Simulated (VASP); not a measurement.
# SiNi3 (Pm-3m) in VASP: single point with LDA

Aim: the single point of SiNi3 with LDA.

All numbers are computed with VASP 6.6.1; they aren't measurements. Logs are shortened: lines on timing, memory, paths and dates and some standing lists are left out, and cuts for length are marked.

### 1 The cell of the first run

Symmetry: Pm-3m, No. 221, cubic system. The conventional cell has a = 3.542 Å, b = 3.542 Å, c = 3.542 Å, α = 90.00°, β = 90.00°, γ = 90.00°. Within 3.3 Å of Si (site symmetry m-3m) lie 12 Ni at 2.50 Å. Within 3.3 Å of Ni (site symmetry 4/mmm) lie 4 Si at 2.50 Å and 8 Ni at 2.50 Å.

### 2 Single point, LDA, collinear spin, ferromagnetic start

The input, INCAR:

```
PREC = Accurate
ENCUT = 520
EDIFF = 1E-7
ISMEAR = -1
SIGMA = 0.025
LREAL = F
LASPH = T
NELM = 150
ALGO = Normal
ISIF = 2
LWAVE = F
LCHARG = T
ISPIN = 2
MAGMOM = 0 1.5 1.5 1.5
LORBIT = 11
LMAXMIX = 4
GGA = CA
LELF = T
LVHAR = T
NBANDS = 29
```

The input, KPOINTS:

```
regular mesh
0
Gamma
  7 7 7
```

The input, POSCAR:

```
SiNi3
1.0
    3.5420000000      0.0000000000      0.0000000000
    0.0000000000      3.5420000000      0.0000000000
    0.0000000000      0.0000000000      3.5420000000
Si Ni
1 3
Direct
    0.0000000000      0.0000000000      0.0000000000
    0.0000000000      0.5000000000      0.5000000000
    0.5000000000      0.0000000000      0.5000000000
    0.5000000000      0.5000000000      0.0000000000
```

Potentials or basis: VASP PAW LDA potentials, release 64 (Si, Ni).

Launch:

```sh
> cat potpaw_LDA.64/Si/POTCAR potpaw_LDA.64/Ni/POTCAR > POTCAR
> mpirun -np 1 vasp_std > vasp.out
```

OUTCAR:

```text
PREC = Accurate
   ENCUT = 520
   EDIFF = 1E-7
   ISMEAR = -1
   LREAL = F
   LASPH = T
   NELM = 150
   ISIF = 2
   ISPIN = 2
   LORBIT = 11
   GGA = CA

 ion  position               nearest neighbor table
   1  0.000  0.000  0.000-   2 2.50   3 2.50   4 2.50   2 2.50   3 2.50   2 2.50   4 2.50   2 2.50
                             3 2.50   4 2.50   3 2.50   4 2.50
   2  0.000  0.500  0.500-   1 2.50   3 2.50   4 2.50   1 2.50   4 2.50   1 2.50   3 2.50   1 2.50
                             3 2.50   4 2.50   4 2.50   3 2.50
   3  0.500  0.000  0.500-   1 2.50   2 2.50   4 2.50   1 2.50   4 2.50   2 2.50   4 2.50   4 2.50
                             1 2.50   2 2.50   1 2.50   2 2.50
   4  0.500  0.500  0.000-   1 2.50   2 2.50   3 2.50   2 2.50   3 2.50   1 2.50   3 2.50   3 2.50
                             1 2.50   2 2.50   2 2.50   1 2.50

  LATTYP: Found a simple cubic cell.
 ALAT       =     3.5420000000

  Lattice vectors:

 A1 = (   3.5420000000,   0.0000000000,   0.0000000000)
 A2 = (   0.0000000000,   3.5420000000,   0.0000000000)
 A3 = (   0.0000000000,   0.0000000000,   3.5420000000)

Analysis of symmetry for initial positions (statically):
=====================================================================
 Subroutine PRICEL returns:
 Original cell was already a primitive cell.

 Routine SETGRP: Setting up the symmetry group for a
 simple cubic supercell.

 Subroutine GETGRP returns: Found 48 space group operations
 (whereof 48 operations were pure point group operations)
 out of a pool of 48 trial point group operations.

The static configuration has the point symmetry O_h .

Analysis of symmetry for dynamics (positions and initial velocities):
=====================================================================
 Subroutine PRICEL returns:
 Original cell was already a primitive cell.

 Routine SETGRP: Setting up the symmetry group for a
 simple cubic supercell.

 Subroutine GETGRP returns: Found 48 space group operations
 (whereof 48 operations were pure point group operations)
 out of a pool of 48 trial point group operations.

The dynamic configuration has the point symmetry O_h .

Analysis of structural, dynamic, and magnetic symmetry:
=====================================================================
 Subroutine PRICEL returns:
 Original cell was already a primitive cell.

 Routine SETGRP: Setting up the symmetry group for a
 simple cubic supercell.

 Subroutine GETGRP returns: Found 48 space group operations
[... 128 lines left out ...]
   LHFCALC =     F    Hartree Fock is set to
   AEXX    =    0.0000 exact exchange contribution
   IVDW    =     0    specifies the selected vdW correction
   LEPSILON=     F    determine dielectric tensor
   LRPA    =     F    only Hartree local field effects (RPA)
 spin polarized calculation
  energy-cutoff  :      520.00
  volume of cell :       44.44
 maximum number of plane-waves:      1217
 NGX is ok and might be reduce to    28
   NGX = 13   NGY = 13   NGZ = 13

 number of electron      33.9999988 magnetization      -0.0042741

 number of electron      33.9999988 magnetization       0.0000724

 Free energy of the ion-electron system (eV)
  ---------------------------------------------------
  ext. energy  EPLUGINS =         0.00000000
  ---------------------------------------------------
  free energy    TOTEN  =       -27.64986887 eV

  energy without entropy =      -27.64741431  energy(sigma->0) =      -27.64864159

 E-fermi :   9.9535     XC(G=0): -13.2046

 val. band max:        9.8801658569   @ k =   0.1429   0.1429   0.1429
 cond. band min:       9.9874968280   @ k =   0.0000   0.0000   0.0000
 fundamental gap:      0.1073309711
 Fermi energy:         9.9535005730

 spin component 1

 k-point     1 :       0.0000    0.0000    0.0000
  band No.  band energies     occupation
      1      -1.6478      1.00000
      2       5.3018      1.00000
      3       6.1021      1.00000
      4       6.1021      1.00000
      5       6.5728      1.00000
      6       6.5728      1.00000
[... 629 lines left out ...]
     28      27.7932      0.00000
     29      29.0699      0.00000
 Fermi energy:         9.9535005730

 spin component 2

 k-point     1 :       0.0000    0.0000    0.0000
  band No.  band energies     occupation
      1      -1.6478      1.00000
      2       5.3018      1.00000
      3       6.1021      1.00000
      4       6.1021      1.00000
      5       6.5728      1.00000
      6       6.5728      1.00000
[... 629 lines left out ...]
     28      27.7932      0.00000
     29      29.0699      0.00000

------------------------ aborting loop because EDIFF is reached ----------------------------------------

  FORCE on cell =-STRESS in cart. coord.  units (eV):
  Direction    XX          YY          ZZ          XY          YZ          ZX
  --------------------------------------------------------------------------------------
  -------------------------------------------------------------------------------------
  Total       -5.5266325     -5.5266325     -5.5266325     -0.0000000     -0.0000000      0.0000000
  in kB     -199.2624642   -199.2624642   -199.2624642     -0.0000000     -0.0000000      0.0000000
  external PRESSURE =    -199.2624642 kB  Pullay stress =       0.0000000 kB

 VOLUME and BASIS-vectors are now :
 -----------------------------------------------------------------------------
  energy-cutoff  :      520.00
  volume of cell :       44.44
      direct lattice vectors                 reciprocal lattice vectors
     3.542000000  0.000000000  0.000000000     0.282326369  0.000000000  0.000000000
     0.000000000  3.542000000  0.000000000     0.000000000  0.282326369  0.000000000
     0.000000000  0.000000000  3.542000000     0.000000000  0.000000000  0.282326369

 POSITION                                       TOTAL-FORCE (eV/Angst)
 -----------------------------------------------------------------------------------
      0.00000      0.00000      0.00000         0.000000      0.000000      0.000000
      0.00000      1.77100      1.77100         0.000000      0.000000      0.000000
      1.77100      0.00000      1.77100         0.000000      0.000000      0.000000
      1.77100      1.77100      0.00000         0.000000      0.000000      0.000000
 -----------------------------------------------------------------------------------
    total drift:                                0.000000      0.000000      0.000000

  FREE ENERGIE OF THE ION-ELECTRON SYSTEM (eV)
  ---------------------------------------------------
  free  energy   TOTEN  =       -27.6498688727 eV

  energy  without entropy=      -27.6474143086  energy(sigma->0) =      -27.64864159

 total charge

# of ion       s       p       d       tot
------------------------------------------
    1        0.736   0.802   0.000   1.539
    2        0.475   0.538   8.411   9.424
    3        0.475   0.538   8.411   9.424
    4        0.475   0.538   8.411   9.424
--------------------------------------------------
tot          2.161   2.417  25.233  29.811

 magnetization (x)

# of ion       s       p       d       tot
------------------------------------------
    1       -0.000  -0.000   0.000  -0.000
    2       -0.000  -0.000   0.000   0.000
    3       -0.000  -0.000   0.000   0.000
    4       -0.000  -0.000   0.000   0.000
--------------------------------------------------
tot         -0.000  -0.000   0.000   0.000
```

OSZICAR:

```text
N       E                     dE             d eps       ncg     rms          rms(c)
DAV:   1     0.206842468162E+03    0.20684E+03   -0.14633E+04  2376   0.154E+03
DAV:   2    -0.159689152809E+02   -0.22281E+03   -0.20680E+03  2320   0.302E+02
DAV:   3    -0.306177394455E+02   -0.14649E+02   -0.13695E+02  2581   0.936E+01
DAV:   4    -0.308915089704E+02   -0.27377E+00   -0.27311E+00  2606   0.125E+01
DAV:   5    -0.308995084991E+02   -0.79995E-02   -0.79987E-02  2880   0.187E+00    0.211E+01
DAV:   6    -0.319070941716E+02   -0.10076E+01   -0.27839E+01  2763   0.952E+01    0.198E+01
DAV:   7    -0.277060702995E+02    0.42010E+01   -0.10539E+01  2858   0.542E+01    0.388E+00
DAV:   8    -0.276654688582E+02    0.40601E-01   -0.29136E-01  2844   0.417E+00    0.156E+00
DAV:   9    -0.276538051033E+02    0.11664E-01   -0.15625E-02  3400   0.136E+00    0.737E-01
DAV:  10    -0.276510932957E+02    0.27118E-02   -0.11121E-03  3083   0.425E-01    0.348E-01
DAV:  11    -0.276499362529E+02    0.11570E-02   -0.29101E-04  3215   0.251E-01    0.108E-01
DAV:  12    -0.276498661279E+02    0.70125E-04   -0.10565E-04  3146   0.101E-01    0.562E-02
DAV:  13    -0.276498698944E+02   -0.37666E-05   -0.11418E-05  2857   0.428E-02    0.168E-02
DAV:  14    -0.276498691884E+02    0.70607E-06   -0.13764E-06  2780   0.126E-02    0.764E-03
DAV:  15    -0.276498689144E+02    0.27391E-06   -0.19248E-07  2641   0.544E-03    0.254E-03
DAV:  16    -0.276498688727E+02    0.41778E-07   -0.83102E-08  1464   0.293E-03
   1 F= -.27649869E+02 E0= -.27648642E+02  d E =-.245456E-02  mag=    -0.0001
```

Wall time 82 s (1 thread of AMD EPYC 7R43 (Zen 3), shared host); peak memory 0.13 GiB.

Results:

* Free energy: -27.6499 eV
* Pressure: -19.9 GPa
* Band gap on the k mesh: zero (filled and empty bands overlap)
* Net moment: 0.00 μB per cell
* Valence electrons inside the program's atomic spheres: Si 1.54; Ni 9.42

Caveat: the starting moments collapsed, and a magnetic state may lie lower.
